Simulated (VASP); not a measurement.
# MgO (Periclase) (Fm-3m) in VASP: single point with PBEsol

Aim: the single point of MgO (Periclase) with PBEsol.

Program: VASP 6.6.1. These are calculated values, not measurements. Logs are shortened: lines on timing, memory, paths and dates and some standing lists are left out, and cuts for length are marked.

**Experimental background.**

From “Electronic structure of alkaline earth and post-transition metal oxides”, 2009, arxiv:0908.1581, for a bulk crystal of MgO: band gap 7.83 eV.

The runs below are set against these values where they give the same quantity.

### Step 1. The cell of the first run

The structure is cubic, space group Fm-3m (No. 225). Conventional cell: a = 4.217 Å, b = 4.217 Å, c = 4.217 Å, α = 90.00°, β = 90.00°, γ = 90.00°. Mg (site symmetry m-3m) has 6 O at 2.11 Å within 2.8 Å. O (site symmetry m-3m) has 6 Mg at 2.11 Å within 2.8 Å.

### Step 2. Single point, PBEsol

INCAR reads:

```
  ALGO = Normal
  EDIFF = 1E-6
  ENCUT = 600
  GGA = PS
  GGA_COMPAT = False
  ISIF = 2
  ISMEAR = 0
  LASPH = True
  LCHARG = False
  LREAL = False
  LWAVE = False
  NBANDS = 11
  NELM = 120
  PREC = Accurate
  SIGMA = 0.01
```

KPOINTS reads:

```
k-points
0
Gamma
  8 8 8
```

POSCAR reads:

```
MgO
1.0
    0.0000000000      2.1085000000      2.1085000000
    2.1085000000      0.0000000000      2.1085000000
    2.1085000000      2.1085000000      0.0000000000
Mg O
1 1
Direct
    0.0000000000      0.0000000000      0.0000000000
    0.5000000000      0.5000000000      0.5000000000
```

Potentials or basis: VASP PAW PBE potentials, release 64 (Mg, O).

Launch:

```bash
$ cat potpaw_PBE.64/Mg/POTCAR potpaw_PBE.64/O/POTCAR > POTCAR
$ mpirun -np 1 vasp_std > vasp.out
```

OUTCAR:

```text
EDIFF = 1E-6
   ENCUT = 600
   GGA = PS
   ISIF = 2
   ISMEAR = 0
   LASPH = True
   LREAL = False
   NELM = 120
   PREC = Accurate

 ion  position               nearest neighbor table
   1  0.000  0.000  0.000-   2 2.11   2 2.11   2 2.11   2 2.11   2 2.11   2 2.11
   2  0.500  0.500  0.500-   1 2.11   1 2.11   1 2.11   1 2.11   1 2.11   1 2.11

  LATTYP: Found a face centered cubic cell.
 ALAT       =     4.2170000000

  Lattice vectors:

 A1 = (   0.0000000000,   2.1085000000,   2.1085000000)
 A2 = (   2.1085000000,   0.0000000000,   2.1085000000)
 A3 = (   2.1085000000,   2.1085000000,   0.0000000000)

Analysis of symmetry for initial positions (statically):
=====================================================================
 Subroutine PRICEL returns:
 Original cell was already a primitive cell.

 Routine SETGRP: Setting up the symmetry group for a
 face centered cubic supercell.

 Subroutine GETGRP returns: Found 48 space group operations
 (whereof 48 operations were pure point group operations)
 out of a pool of 48 trial point group operations.

The static configuration has the point symmetry O_h .

Analysis of symmetry for dynamics (positions and initial velocities):
=====================================================================
 Subroutine PRICEL returns:
 Original cell was already a primitive cell.

 Routine SETGRP: Setting up the symmetry group for a
 face centered cubic supercell.

 Subroutine GETGRP returns: Found 48 space group operations
 (whereof 48 operations were pure point group operations)
 out of a pool of 48 trial point group operations.

The dynamic configuration has the point symmetry O_h .

 Subroutine INISYM returns: Found 48 space group operations
 (whereof 48 operations are pure point group operations),
 and found     1 'primitive' translations

----------------------------------------------------------------------------------------

                                     Primitive cell

  volume of cell :      18.7478

  direct lattice vectors                    reciprocal lattice vectors
     0.000000000  2.108500000  2.108500000    -0.237135404  0.237135404  0.237135404
     2.108500000  0.000000000  2.108500000     0.237135404 -0.237135404  0.237135404
     2.108500000  2.108500000  0.000000000     0.237135404  0.237135404 -0.237135404

  length of vectors
     2.981869296  2.981869296  2.981869296     0.410730569  0.410730569  0.410730569

  position of ions in fractional coordinates (direct lattice)
[... 81 lines left out ...]
   EDIFFG = 0.1E-04   stopping-criterion for IOM
   NSW    =      0    number of steps for IOM
   IBRION =     -1    ionic relax: 0-MD 1-quasi-New 2-CG
   NFREE  =      0    steps in history (QN), initial steepest desc. (CG)
   ISIF   =      2    stress and relaxation
   ISYM   =      2    0-nonsym 1-usesym 2-fastsym
   POTIM  = 0.5000    time-step for ionic-motion
   TEBEG  =    0.0;   TEEND  =   0.0 temperature during run
   PSTRESS=    0.0 pullay stress
   NELECT =       8.0000    total number of electrons
   NUPDOWN=      -1.0000    fix difference up-down
   EMIN   =  10.00;   EMAX   =-10.00  energy-range for DOS
   EFERMI =   0.00;   METHOD = LEGACY
   ISMEAR =     0;   SIGMA  =   0.01  broadening in eV -4-tet -1-fermi 0-gaus
   EFERMI_NEDOS =   21; number of points for ismear=-14 and -15
   IALGO  =     38    algorithm
   IMIX   =      4    mixing-type and parameters
     AMIX     =   0.40;   BMIX     =  1.00
     AMIX_MAG =   1.60;   BMIX_MAG =  1.00
  volume/ion in A,a.u.               =       9.37        63.26
  Fermi-wavevector in a.u.,A,eV,Ry     =   1.232503  2.329092 20.668107  1.519063
  Thomas-Fermi vector in A             =   2.367270
   LORBIT       =      0    0 simple, 1 ext, 2 COOP (PROOUT), +10 PAW based schemes
   GGA     = PS    functional components
   LHFCALC =     F    Hartree Fock is set to
   AEXX    =    0.0000 exact exchange contribution
   IVDW    =     0    specifies the selected vdW correction
   LEPSILON=     F    determine dielectric tensor
   LRPA    =     F    only Hartree local field effects (RPA)
 non-spin polarized calculation
 Gauss-broadening in eV      SIGMA  =   0.01
  energy-cutoff  :      600.00
  volume of cell :       18.75
 maximum number of plane-waves:       638
   NGX = 11   NGY = 11   NGZ = 11

 number of electron       8.0000005 magnetization

 Free energy of the ion-electron system (eV)
  ---------------------------------------------------
  ext. energy  EPLUGINS =         0.00000000
  ---------------------------------------------------
  free energy    TOTEN  =       -12.51533348 eV

  energy without entropy =      -12.51533348  energy(sigma->0) =      -12.51533348

 E-fermi :   3.1081     XC(G=0): -11.2930

 val. band max:        3.0392410582   @ k =   0.0000   0.0000   0.0000
 cond. band min:       7.6409164768   @ k =   0.0000   0.0000   0.0000
 fundamental gap:      4.6016754186
 Fermi energy:         3.1081216534

 k-point     1 :       0.0000    0.0000    0.0000
  band No.  band energies     occupation
      1     -14.1476      2.00000
      2       3.0392      2.00000
      3       3.0392      2.00000
      4       3.0392      2.00000
      5       7.6409      0.00000
      6      18.6539      0.00000
      7      18.6539      0.00000
      8      18.6539      0.00000
      9      22.4867      0.00000
     10      24.3666      0.00000
     11      24.3666      0.00000
[... 309 lines left out ...]
 k-point    24 :      -0.3750    0.2500    0.1250
  band No.  band energies     occupation
      1     -12.6894      2.00000
      2      -1.0048      2.00000
      3       1.0790      2.00000
      4       2.0427      2.00000
      5      12.5462      0.00000
      6      15.0856      0.00000
      7      16.3820      0.00000
      8      19.7681      0.00000
      9      23.3752      0.00000
     10      24.9187      0.00000
     11      29.0061      0.00000

 [... further k-points ...]
[... 5 lines left out ...]
  --------------------------------------------------------------------------------------
  -------------------------------------------------------------------------------------
  Total       -0.1228026     -0.1228026     -0.1228026     -0.0000000      0.0000000     -0.0000000
  in kB      -10.4946329    -10.4946329    -10.4946329     -0.0000000      0.0000000     -0.0000000
  external PRESSURE =     -10.4946329 kB  Pullay stress =       0.0000000 kB

 VOLUME and BASIS-vectors are now :
 -----------------------------------------------------------------------------
  energy-cutoff  :      600.00
  volume of cell :       18.75
      direct lattice vectors                 reciprocal lattice vectors
     0.000000000  2.108500000  2.108500000    -0.237135404  0.237135404  0.237135404
     2.108500000  0.000000000  2.108500000     0.237135404 -0.237135404  0.237135404
     2.108500000  2.108500000  0.000000000     0.237135404  0.237135404 -0.237135404

 POSITION                                       TOTAL-FORCE (eV/Angst)
 -----------------------------------------------------------------------------------
      0.00000      0.00000      0.00000         0.000000     -0.000000      0.000000
      2.10850      2.10850      2.10850        -0.000000      0.000000      0.000000
 -----------------------------------------------------------------------------------
    total drift:                               -0.000000     -0.000000      0.000000

  FREE ENERGIE OF THE ION-ELECTRON SYSTEM (eV)
  ---------------------------------------------------
  free  energy   TOTEN  =       -12.5153334750 eV

  energy  without entropy=      -12.5153334750  energy(sigma->0) =      -12.51533348
```

OSZICAR:

```text
N       E                     dE             d eps       ncg     rms          rms(c)
DAV:   1     0.157534423254E+02    0.15753E+02   -0.50562E+03   702   0.738E+02
DAV:   2    -0.131945007673E+02   -0.28948E+02   -0.28275E+02   733   0.142E+02
DAV:   3    -0.138966735468E+02   -0.70217E+00   -0.70129E+00   780   0.193E+01
DAV:   4    -0.138986791504E+02   -0.20056E-02   -0.20056E-02   692   0.110E+00
DAV:   5    -0.138986853285E+02   -0.61781E-05   -0.61781E-05   746   0.606E-02    0.666E+00
DAV:   6    -0.125522050549E+02    0.13465E+01   -0.76621E+00   671   0.151E+01    0.220E+00
DAV:   7    -0.125291683779E+02    0.23037E-01   -0.51437E-02   689   0.209E+00    0.131E+00
DAV:   8    -0.125157413786E+02    0.13427E-01   -0.24472E-02   668   0.178E+00    0.228E-01
DAV:   9    -0.125154283159E+02    0.31306E-03   -0.39197E-04   707   0.139E-01    0.143E-01
DAV:  10    -0.125153313842E+02    0.96932E-04   -0.48854E-04   704   0.167E-01    0.506E-03
DAV:  11    -0.125153329848E+02   -0.16006E-05   -0.46459E-06   707   0.155E-02    0.350E-03
DAV:  12    -0.125153334750E+02   -0.49021E-06   -0.10122E-07   355   0.334E-03
   1 F= -.12515333E+02 E0= -.12515333E+02  d E =-.820274E-25
```

Run time: 5.5 s. Hardware: 1 thread of AMD EPYC 7R13 (Zen 3), shared host; peak memory 0.11 GiB.

Results:

* Free energy: -12.5153 eV
* Pressure: -1.0 GPa
* Band gap on the k mesh: 4.60 eV, direct

Levels at points of the mesh, in eV from the valence-band top:
| k point | band 2 | band 3 | band 4 | band 5 | band 6 | band 7 |
| --- | --- | --- | --- | --- | --- | --- |
| (0.00, 0.00, 0.00) | 0.00 | 0.00 | 0.00 | 4.60 | 15.61 | 15.61 |
| (0.50, 0.00, 0.00) | -4.66 | -0.66 | -0.66 | 7.72 | 12.46 | 16.14 |
| (0.50, 0.50, 0.00) | -4.13 | -1.36 | -1.36 | 8.92 | 9.84 | 12.93 |

Caveat: the PAW data sets were made with another functional, which shifts forces and pressure a little.

### Step 3. How close it comes

Step 2. Against the measured gap of MgO, 7.83 eV (quoted in “Electronic structure of alkaline earth and post-transition metal oxides”, 2009, arxiv:0908.1581), the calculated 4.60 eV is off by -3.23 eV. The value is that of PBEsol, without temperature or zero-point motion. Semilocal functionals fall short of measured gaps as a rule.
